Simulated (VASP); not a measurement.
# AlCo (NiAs type) (P6_3/mmc) in VASP: single point with PBE

Aim: the single point of AlCo (NiAs type) with PBE.

Everything below comes from runs of VASP 6.6.1. Logs are shortened: lines on timing, memory, paths and dates and some standing lists are left out, and cuts for length are marked.

### Step 1. The cell of the first run

It takes space group P6_3/mmc (No. 194, hexagonal). Conventional cell: a = 2.597 Å, b = 2.597 Å, c = 7.359 Å, α = 90.00°, β = 90.00°, γ = 120.00°. Within 3.1 Å of Co (site symmetry -3m) lie 6 Al at 2.37 Å and 6 Co at 2.60 Å. Within 3.1 Å of Al (site symmetry -6m2) lie 6 Co at 2.37 Å and 6 Al at 2.60 Å.

### Step 2. Single point, PBE (volume scaled by 0.88)

INCAR

```
SYSTEM = AlCo
  PREC = Accurate
  ENCUT = 600
  EDIFF = 1E-6
  ISMEAR = -1
  SIGMA = 0.05
  LREAL = .FALSE.
  LASPH = .TRUE.
  NELM = 120
  ALGO = Normal
  ISIF = 2
  LWAVE = .FALSE.
  LCHARG = .FALSE.
  GGA = PE
  NBANDS = 28
  GGA_COMPAT = .FALSE.
```

KPOINTS

```
Automatic mesh
0
G
  10 10 6
  0 0 0
```

POSCAR

```
AlCo
1.0
    2.5974638414      0.0000000000      0.0000000000
   -1.2987319207      2.2494696721      0.0000000000
    0.0000000000      0.0000000000      7.3587142154
Co Al
2 2
Direct
    0.0000000000      0.0000000000      0.0000000000
    0.0000000000      0.0000000000      0.5000000000
    0.3333333333      0.6666666667      0.2500000000
    0.6666666667      0.3333333333      0.7500000000
```

Potentials or basis: VASP PAW PBE potentials, release 64 (Co_sv, Al).

Started as:

```console
> cat potpaw_PBE.64/Co_sv/POTCAR potpaw_PBE.64/Al/POTCAR > POTCAR
> mpirun -np 1 vasp_std > vasp.out
```

OUTCAR:

```text
SYSTEM = AlCo
   PREC = Accurate
   ENCUT = 600
   EDIFF = 1E-6
   ISMEAR = -1
   LREAL = .FALSE.
   LASPH = .TRUE.
   NELM = 120
   ISIF = 2
   GGA = PE

 ion  position               nearest neighbor table
   1  0.000  0.000  0.000-   3 2.37   4 2.37   4 2.37   3 2.37   4 2.37   3 2.37
   2  0.000  0.000  0.500-   3 2.37   4 2.37   4 2.37   3 2.37   4 2.37   3 2.37
   3  0.333  0.667  0.250-   1 2.37   2 2.37   1 2.37   2 2.37   1 2.37   2 2.37
   4  0.667  0.333  0.750-   1 2.37   2 2.37   1 2.37   2 2.37   1 2.37   2 2.37

  LATTYP: Found a hexagonal cell.
 ALAT       =     2.5974638414
 C/A-ratio  =     2.8330381729

  Lattice vectors:

 A1 = (   2.5974638414,   0.0000000000,   0.0000000000)
 A2 = (  -1.2987319207,   2.2494696721,   0.0000000000)
 A3 = (   0.0000000000,   0.0000000000,   7.3587142154)

Analysis of symmetry for initial positions (statically):
=====================================================================
 Subroutine PRICEL returns:
 Original cell was already a primitive cell.

 Routine SETGRP: Setting up the symmetry group for a
 hexagonal supercell.

 Subroutine GETGRP returns: Found 24 space group operations
 (whereof 12 operations were pure point group operations)
 out of a pool of 24 trial point group operations.

The static configuration has the point symmetry D_3d.
 The point group associated with its full space group is D_6h.

Analysis of symmetry for dynamics (positions and initial velocities):
=====================================================================
 Subroutine PRICEL returns:
 Original cell was already a primitive cell.

 Routine SETGRP: Setting up the symmetry group for a
 hexagonal supercell.

 Subroutine GETGRP returns: Found 24 space group operations
 (whereof 12 operations were pure point group operations)
 out of a pool of 24 trial point group operations.

The dynamic configuration has the point symmetry D_3d.
 The point group associated with its full space group is D_6h.

 Subroutine INISYM returns: Found 24 space group operations
 (whereof 12 operations are pure point group operations),
 and found     1 'primitive' translations

----------------------------------------------------------------------------------------

                                     Primitive cell

  volume of cell :      42.9964

  direct lattice vectors                    reciprocal lattice vectors
[... 83 lines left out ...]
   ISTART =      0    job   : 0-new  1-cont  2-samecut
   ICHARG =      2    charge: 1-file 2-atom 10-const
   ISPIN  =      1    spin polarized calculation?
   LNONCOLLINEAR =      F non collinear calculations
   LSORBIT =      F    spin-orbit coupling
   LASPH  =      T    aspherical Exc in radial PAW
   ENCUT  =  600.0 eV  44.10 Ry    6.64 a.u.   5.19  5.19 14.70*2*pi/ulx,y,z
   NELM   =    120;   NELMIN=  2; NELMDL= -5     # of ELM steps
   EDIFF  = 0.1E-05   stopping-criterion for ELM
   LREAL  =      F    real-space projection
   EDIFFG = 0.1E-04   stopping-criterion for IOM
   NSW    =      0    number of steps for IOM
   IBRION =     -1    ionic relax: 0-MD 1-quasi-New 2-CG
   NFREE  =      0    steps in history (QN), initial steepest desc. (CG)
   ISIF   =      2    stress and relaxation
   ISYM   =      2    0-nonsym 1-usesym 2-fastsym
   POTIM  = 0.5000    time-step for ionic-motion
   TEBEG  =    0.0;   TEEND  =   0.0 temperature during run
   PSTRESS=    0.0 pullay stress
   NELECT =      40.0000    total number of electrons
   NUPDOWN=      -1.0000    fix difference up-down
   EMIN   =  10.00;   EMAX   =-10.00  energy-range for DOS
   EFERMI =   0.00;   METHOD = LEGACY
   ISMEAR =    -1;   SIGMA  =   0.05  broadening in eV -4-tet -1-fermi 0-gaus
   EFERMI_NEDOS =   21; number of points for ismear=-14 and -15
   IALGO  =     38    algorithm
   IMIX   =      4    mixing-type and parameters
     AMIX     =   0.40;   BMIX     =  1.00
     AMIX_MAG =   1.60;   BMIX_MAG =  1.00
  volume/ion in A,a.u.               =      10.75        72.54
  Fermi-wavevector in a.u.,A,eV,Ry     =   1.598150  3.020066 34.750429  2.554085
  Thomas-Fermi vector in A             =   2.695645
   LORBIT       =      0    0 simple, 1 ext, 2 COOP (PROOUT), +10 PAW based schemes
   GGA     = PE    functional components
   LHFCALC =     F    Hartree Fock is set to
   AEXX    =    0.0000 exact exchange contribution
   IVDW    =     0    specifies the selected vdW correction
   LEPSILON=     F    determine dielectric tensor
   LRPA    =     F    only Hartree local field effects (RPA)
 non-spin polarized calculation
  energy-cutoff  :      600.00
  volume of cell :       43.00
 maximum number of plane-waves:      1448
 NGX is ok and might be reduce to    24
   NGX = 11   NGY = 11   NGZ = 29

 number of electron      40.0000034 magnetization

 Free energy of the ion-electron system (eV)
  ---------------------------------------------------
  ext. energy  EPLUGINS =         0.00000000
  ---------------------------------------------------
  free energy    TOTEN  =       -22.54736661 eV

  energy without entropy =      -22.51350571  energy(sigma->0) =      -22.53043616

 E-fermi :  12.3361     XC(G=0): -12.8752

 val. band max:       12.3123257292   @ k =   0.4000  -0.0000   0.0000
 cond. band min:      12.3400181860   @ k =   0.2000   0.1000   0.5000
 fundamental gap:      0.0276924567
 Fermi energy:        12.3360545943

 k-point     1 :       0.0000    0.0000    0.0000
  band No.  band energies     occupation
      1     -82.4246      2.00000
      2     -82.4245      2.00000
      3     -45.6766      2.00000
      4     -45.6766      2.00000
      5     -45.6764      2.00000
      6     -45.6764      2.00000
[... 733 lines left out ...]
     27      19.4275      0.00000
     28      21.4898      0.00000

 [... further k-points ...]
[... 5 lines left out ...]
  --------------------------------------------------------------------------------------
  -------------------------------------------------------------------------------------
  Total        6.6387164      6.6387164      6.6335744      0.0000000      0.0000000      0.0000000
  in kB      247.3791594    247.3791594    247.1875541      0.0000000      0.0000000      0.0000000
  external PRESSURE =     247.3152909 kB  Pullay stress =       0.0000000 kB

 VOLUME and BASIS-vectors are now :
 -----------------------------------------------------------------------------
  energy-cutoff  :      600.00
  volume of cell :       43.00
      direct lattice vectors                 reciprocal lattice vectors
     2.597463841  0.000000000  0.000000000     0.384990922  0.222274613  0.000000000
    -1.298731921  2.249469672  0.000000000     0.000000000  0.444549225  0.000000000
     0.000000000  0.000000000  7.358714215     0.000000000  0.000000000  0.135893306

 POSITION                                       TOTAL-FORCE (eV/Angst)
 -----------------------------------------------------------------------------------
      0.00000      0.00000      0.00000        -0.000000      0.000000      0.000000
      0.00000      0.00000      3.67936        -0.000000      0.000000      0.000000
     -0.00000      1.49965      1.83968         0.000000     -0.000000     -0.000000
      1.29873      0.74982      5.51904        -0.000000      0.000000      0.000000
 -----------------------------------------------------------------------------------
    total drift:                               -0.000000      0.000000      0.000000

  FREE ENERGIE OF THE ION-ELECTRON SYSTEM (eV)
  ---------------------------------------------------
  free  energy   TOTEN  =       -22.5473666102 eV

  energy  without entropy=      -22.5135057146  energy(sigma->0) =      -22.53043616
```

OSZICAR:

```text
N       E                     dE             d eps       ncg     rms          rms(c)
DAV:   1     0.692845581712E+03    0.69285E+03   -0.23342E+04  4308   0.351E+03
DAV:   2     0.358067776270E+02   -0.65704E+03   -0.63608E+03  4540   0.976E+02
DAV:   3    -0.253149690273E+02   -0.61122E+02   -0.60041E+02  4884   0.262E+02
DAV:   4    -0.266019593671E+02   -0.12870E+01   -0.12834E+01  4628   0.374E+01
DAV:   5    -0.266898903606E+02   -0.87931E-01   -0.87923E-01  4860   0.139E+01    0.226E+01
DAV:   6    -0.328141770962E+02   -0.61243E+01   -0.74535E+01  4520   0.180E+02    0.426E+01
DAV:   7    -0.225912527022E+02    0.10223E+02   -0.38782E+01  4084   0.107E+02    0.439E+00
DAV:   8    -0.225902216184E+02    0.10311E-02   -0.16133E+00  4996   0.149E+01    0.249E+00
DAV:   9    -0.225514727360E+02    0.38749E-01   -0.12423E-01  4228   0.550E+00    0.124E+00
DAV:  10    -0.225474997346E+02    0.39730E-02   -0.17529E-02  4960   0.262E+00    0.547E-01
DAV:  11    -0.225474931833E+02    0.65513E-05   -0.17685E-03  5288   0.747E-01    0.273E-01
DAV:  12    -0.225473703707E+02    0.12281E-03   -0.27126E-04  4432   0.307E-01    0.786E-02
DAV:  13    -0.225473669450E+02    0.34258E-05   -0.34591E-05  4688   0.105E-01    0.207E-02
DAV:  14    -0.225473666102E+02    0.33474E-06   -0.37453E-06  3156   0.267E-02
   1 F= -.22547367E+02 E0= -.22530436E+02  d E =-.338609E-01
```

It took 80 s on 1 thread of Intel Xeon Platinum 8259CL at 2.50GHz (Skylake/Cascade Lake), shared host; peak memory 0.21 GiB.

Results:

```
Free energy            : -22.5474 eV
Pressure               : 24.7 GPa
Band gap on the k mesh : zero (band 20 reaches 13.05 eV, above the bottom of band 21 at 11.57 eV)
```

Levels at points of the mesh, in eV from the Fermi level:
| k point | band 18 | band 19 | band 20 | band 21 | band 22 | band 23 |
| --- | --- | --- | --- | --- | --- | --- |
| (0.00, 0.00, 0.00) | -1.49 | -0.73 | -0.73 | -0.61 | -0.61 | 4.14 |
| (0.50, 0.00, 0.00) | -1.07 | -0.99 | 0.17 | 0.17 | 1.49 | 2.69 |
| (0.00, 0.00, 0.50) | -1.60 | -0.67 | -0.67 | -0.67 | -0.67 | 7.12 |
| (0.50, 0.00, 0.50) | -1.15 | 0.17 | 0.17 | 0.33 | 0.33 | 4.24 |
